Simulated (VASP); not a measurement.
TaW, 2 atoms in the cell. The structure is orthorhombic, space group Cmmm (No. 65). Conventional cell: a = 3.186 Å, b = 4.553 Å, c = 4.462 Å, α = 90.00°, β = 90.00°, γ = 90.00°. Within 3.6 Å of Ta (site symmetry mmm) lie 8 W at 2.74 to 3.19 Å and 6 Ta at 2.78 to 3.19 Å. W (site symmetry mmm) has 8 Ta at 2.74 to 3.19 Å and 6 W at 2.78 to 3.19 Å within 3.6 Å. 

| Property | Result |
| --- | --- |
| Program | VASP 6.6.1 |
| Task | single point |
| Functional | LDA |
| Potentials or basis | VASP PAW LDA potentials, release 64 (Ta_pv, W_sv) |
| Cutoff | 520 eV |
| k mesh | 8 × 8 × 5 |
| Occupations | gaussian, width 0.05 eV |
| Spin | no spin polarisation |
| Dipole correction | no |
| Further INCAR settings | ALGO = Normal; EDIFF = 1e-07; NBANDS = 20 |

Potentials or basis: VASP PAW LDA potentials, release 64 (Ta_pv, W_sv).

Command:

```console
$ cat potpaw_LDA.64/Ta_pv/POTCAR potpaw_LDA.64/W_sv/POTCAR > POTCAR
$ mpirun -np 1 vasp_std > vasp.out
```

Hardware: 1 thread of Intel(R) Xeon(R) Platinum 8488C (Sapphire Rapids), with other jobs on the host.

Problem. Estimate the wall time of this run.

Solution. Wall time 16 s on 1 thread of Intel(R) Xeon(R) Platinum 8488C (Sapphire Rapids), with other jobs on the host, peak memory 0.17 GiB. Counts: scf iterations 13, k points 63.
